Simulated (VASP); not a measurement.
# Ge (I4_1/amd) in VASP: relaxation of cell and atoms with PBE

Aim: the relaxation of cell and atoms of Ge with PBE.

Program: VASP 6.6.1. These are calculated values, not measurements. Logs are shortened: lines on timing, memory, paths and dates and some standing lists are left out, and cuts for length are marked.

## 1. The cell of the first run

Symmetry: I4_1/amd, No. 141, tetragonal system. Conventional cell: a = 5.160 Å, b = 5.160 Å, c = 2.893 Å, α = 90.00°, β = 90.00°, γ = 90.00°. Within 3.5 Å of Ge (site symmetry -4m2) lie 10 Ge at 2.68 to 3.37 Å.

The cell was generated, and may not be a known phase.

## 2. Relaxation of cell and atoms, PBE

The input, INCAR:

```
SYSTEM = Ge
PREC     = Accurate       ! precision mode
ENCUT    = 600            ! plane-wave cutoff, eV
EDIFF    = 1E-7           ! SCF threshold, eV
ISMEAR   = 0              ! smearing method
SIGMA    = 0.1            ! smearing width, eV
LREAL    = .FALSE.        ! projectors in reciprocal space
LASPH    = .TRUE.         ! aspherical terms in the spheres
NELM     = 60             ! most SCF steps
ALGO     = Fast           ! electronic algorithm
ISIF     = 3              ! what is computed and relaxed
LWAVE    = .FALSE.        ! write WAVECAR
LCHARG   = .FALSE.        ! write CHGCAR
GGA      = PE             ! functional
IBRION   = 2              ! ionic algorithm
NSW      = 100            ! ionic steps
EDIFFG   = -0.01          ! ionic threshold
```

The input, KPOINTS:

```
regular mesh
0
G
  22 22 22
  0 0 0
```

The input, POSCAR:

```
Ge
1.0
   -2.5798707563      2.5798707563      1.4462561037
    2.5798707563     -2.5798707563      1.4462561037
    2.5798707563      2.5798707563     -1.4462561037
Ge
2
Direct
    0.7500000000      0.2500000000      0.5000000000
    0.0000000000      0.0000000000      0.0000000000
```

Potentials or basis: VASP PAW PBE potentials, release 64 (Ge_d).

The run is started by

```
> cat potpaw_PBE.64/Ge_d/POTCAR > POTCAR
> mpirun -np 1 vasp_std > vasp.out
```

OUTCAR:

```text
SYSTEM = Ge
   PREC = Accurate
   ENCUT = 600
   EDIFF = 1E-7
   ISMEAR = 0
   LREAL = .FALSE.
   LASPH = .TRUE.
   NELM = 60
   ISIF = 3
   GGA = PE
   IBRION = 2
   NSW = 100
   EDIFFG = -0.01

 ion  position               nearest neighbor table
   1  0.750  0.250  0.500-   2 2.68   2 2.68   2 2.68   2 2.68
   2  0.000  0.000  0.000-   1 2.68   1 2.68   1 2.68   1 2.68

  LATTYP: Found a body centered tetragonal cell.
 ALAT       =     5.1597415126
 C/A-ratio  =     0.5605924639

  Lattice vectors:

 A1 = (  -2.5798707563,   2.5798707563,   1.4462561037)
 A2 = (   2.5798707563,  -2.5798707563,   1.4462561037)
 A3 = (   2.5798707563,   2.5798707563,  -1.4462561037)

Analysis of symmetry for initial positions (statically):
=====================================================================
 Subroutine PRICEL returns:
 Original cell was already a primitive cell.

 Routine SETGRP: Setting up the symmetry group for a
 body centered tetragonal supercell.

 Subroutine GETGRP returns: Found 16 space group operations
 (whereof  8 operations were pure point group operations)
 out of a pool of 16 trial point group operations.

The static configuration has the point symmetry D_2d.
 The point group associated with its full space group is D_4h.

Analysis of symmetry for dynamics (positions and initial velocities):
=====================================================================
 Subroutine PRICEL returns:
 Original cell was already a primitive cell.

 Routine SETGRP: Setting up the symmetry group for a
 body centered tetragonal supercell.

 Subroutine GETGRP returns: Found 16 space group operations
 (whereof  8 operations were pure point group operations)
 out of a pool of 16 trial point group operations.

The dynamic configuration has the point symmetry D_2d.
 The point group associated with its full space group is D_4h.

 Subroutine INISYM returns: Found 16 space group operations
 (whereof  8 operations are pure point group operations),
 and found     1 'primitive' translations

----------------------------------------------------------------------------------------

                                     Primitive cell

  volume of cell :      38.5036

  direct lattice vectors                    reciprocal lattice vectors
    -2.579870756  2.579870756  1.446256104     0.000000000  0.193808158  0.345720235
[... 91 lines left out ...]
   NFREE  =      1    steps in history (QN), initial steepest desc. (CG)
   ISIF   =      3    stress and relaxation
   ISYM   =      2    0-nonsym 1-usesym 2-fastsym
   POTIM  = 0.5000    time-step for ionic-motion
   TEBEG  =    0.0;   TEEND  =   0.0 temperature during run
   PSTRESS=    0.0 pullay stress
   NELECT =      28.0000    total number of electrons
   NUPDOWN=      -1.0000    fix difference up-down
   EMIN   =  10.00;   EMAX   =-10.00  energy-range for DOS
   EFERMI =   0.00;   METHOD = LEGACY
   ISMEAR =     0;   SIGMA  =   0.10  broadening in eV -4-tet -1-fermi 0-gaus
   EFERMI_NEDOS =   21; number of points for ismear=-14 and -15
   IALGO  =     68    algorithm
   IMIX   =      4    mixing-type and parameters
     AMIX     =   0.40;   BMIX     =  1.00
     AMIX_MAG =   1.60;   BMIX_MAG =  1.00
  volume/ion in A,a.u.               =      19.25       129.92
  Fermi-wavevector in a.u.,A,eV,Ry     =   1.472179  2.782014 29.488037  2.167310
  Thomas-Fermi vector in A             =   2.587225
   LORBIT       =      0    0 simple, 1 ext, 2 COOP (PROOUT), +10 PAW based schemes
   GGA     = PE    functional components
   LHFCALC =     F    Hartree Fock is set to
   AEXX    =    0.0000 exact exchange contribution
   IVDW    =     0    specifies the selected vdW correction
   LEPSILON=     F    determine dielectric tensor
   LRPA    =     F    only Hartree local field effects (RPA)
 conjugate gradient relaxation of ions
 non-spin polarized calculation
 RMM-DIIS sequential band-by-band and
 Gauss-broadening in eV      SIGMA  =   0.10
  energy-cutoff  :      600.00
  volume of cell :       38.50
 maximum number of plane-waves:      1306
   NGX = 15   NGY = 15   NGZ = 15

--------------------------------------- Ionic step        1  -------------------------------------------

 number of electron      28.0000016 magnetization

 Free energy of the ion-electron system (eV)
  ---------------------------------------------------
  ext. energy  EPLUGINS =         0.00000000
  ---------------------------------------------------
  free energy    TOTEN  =        -8.57543307 eV

  energy without entropy =       -8.57155304  energy(sigma->0) =       -8.57349305

------------------------ aborting loop because EDIFF is reached ----------------------------------------

  FORCE on cell =-STRESS in cart. coord.  units (eV):
  Direction    XX          YY          ZZ          XY          YZ          ZX
  --------------------------------------------------------------------------------------
  -------------------------------------------------------------------------------------
  Total        0.1297435      0.1297435     -0.1847088      0.0000000      0.0000000      0.0000000
  in kB        5.3987719      5.3987719     -7.6859430      0.0000000      0.0000000      0.0000000
  external PRESSURE =       1.0372002 kB  Pullay stress =       0.0000000 kB
[... 239 lines left out ...]
--------------------------------------- Ionic step        8  -------------------------------------------

 number of electron      28.0000026 magnetization

 Free energy of the ion-electron system (eV)
  ---------------------------------------------------
  ext. energy  EPLUGINS =         0.00000000
  ---------------------------------------------------
  free energy    TOTEN  =        -8.57792293 eV

  energy without entropy =       -8.57385421  energy(sigma->0) =       -8.57588857

 E-fermi :   6.3373     XC(G=0): -11.1096

 val. band max:        6.3365627664   @ k =  -0.2727   0.2727   0.2273
 cond. band min:       6.3399947889   @ k =  -0.2273  -0.2273   0.1818
 fundamental gap:      0.0034320224
 Fermi energy:         6.3373218704

 k-point     1 :       0.0000    0.0000    0.0000
  band No.  band energies     occupation
      1     -18.3752      2.00000
      2     -18.3333      2.00000
      3     -18.3056      2.00000
      4     -18.3033      2.00000
      5     -18.2173      2.00000
      6     -18.2173      2.00000
[... 481 lines left out ...]
      5     -18.2421      2.00000
      6     -18.2415      2.00000
[... 10 lines left out ...]
     17       9.7381      0.00000
     18      11.3549      0.00000

 [... further k-points ...]
[... 5 lines left out ...]
  --------------------------------------------------------------------------------------
  -------------------------------------------------------------------------------------
  Total       -0.0058337     -0.0058337     -0.0047160      0.0000000      0.0000000      0.0000000
  in kB       -0.2419439     -0.2419439     -0.1955886      0.0000000      0.0000000      0.0000000
  external PRESSURE =      -0.2264921 kB  Pullay stress =       0.0000000 kB
[... 17 lines left out ...]
  FREE ENERGIE OF THE ION-ELECTRON SYSTEM (eV)
  ---------------------------------------------------
  free  energy   TOTEN  =        -8.5779229260 eV

  energy  without entropy=       -8.5738542130  energy(sigma->0) =       -8.57588857

 reached required accuracy - stopping structural energy minimisation
```

OSZICAR:

```text
N       E                     dE             d eps       ncg     rms          rms(c)
DAV:   1     0.159213659627E+03    0.15921E+03   -0.16324E+04 31066   0.483E+03
DAV:   2     0.104886742602E+02   -0.14872E+03   -0.14646E+03 30068   0.557E+02
DAV:   3    -0.804858689732E+01   -0.18537E+02   -0.18299E+02 33334   0.142E+02
[... 76 lines left out ...]
RMM:   3    -0.857793271282E+01    0.22635E-03   -0.51252E-04 33385   0.326E-01    0.177E-02
RMM:   4    -0.857792153476E+01    0.11178E-04   -0.71347E-05 33423   0.128E-01    0.834E-03
RMM:   5    -0.857792318726E+01   -0.16525E-05   -0.19681E-05 34803   0.478E-02    0.656E-03
RMM:   6    -0.857792268390E+01    0.50336E-06   -0.65696E-06 33298   0.433E-02    0.907E-04
RMM:   7    -0.857792294278E+01   -0.25888E-06   -0.21703E-06 32518   0.164E-02    0.137E-03
RMM:   8    -0.857792292601E+01    0.16770E-07   -0.37173E-07 23819   0.767E-03
   8 F= -.85779229E+01 E0= -.85758886E+01  d E =-.204751E-04
```

Wall time 67 min (1 thread of Oxide Virtual Turin-like, shared host); peak memory 0.64 GiB.

Results:

```yaml
Free_energy: -8.5779 eV
Relaxed_volume: 19.32 Å³/atom
Relaxed_cell: a = 3.946 Å, b = 3.946 Å, c = 3.946 Å, α = 97.52°, β = 97.52°, γ = 137.59°
Space_group_after_relaxing_to_0.1_Å: I4_1/amd (No. 141)
Energy_gained_by_relaxing: 1.2 meV/atom
Ionic_steps: 8
Pressure_after_relaxing: 0.0 GPa
Band_gap_on_the_k_mesh: zero (bands 14 and 15 overlap by 5.13 eV)
```

The path:
```
step  energy change (eV)  largest force (eV/Å)  pressure (GPa)  volume (Å³)
   1              0.0000                0.0000            0.10        38.50
   2             -0.0014                0.0000            0.10        38.57
   3             -0.0023                0.0000           -0.04        38.64
   4             -0.0020                0.0000           -0.25        38.76
   5             -0.0025                0.0000           -0.06        38.69
   6             -0.0025                0.0000           -0.15        38.69
   7             -0.0025                0.0000            0.13        38.56
   8             -0.0025                0.0000           -0.02        38.63
```

Final structure:
```cif
data_structure
_symmetry_space_group_name_H-M 'P 1'
_symmetry_Int_Tables_number 1
_cell_length_a 3.9459
_cell_length_b 3.9459
_cell_length_c 3.9459
_cell_angle_alpha 97.519
_cell_angle_beta 97.519
_cell_angle_gamma 137.586
_cell_volume 38.63
loop_
_atom_site_label
_atom_site_type_symbol
_atom_site_fract_x
_atom_site_fract_y
_atom_site_fract_z
_atom_site_occupancy
Ge1 Ge 0.75000 0.25000 0.50000 1
Ge2 Ge 0.00000 0.00000 0.00000 1
```
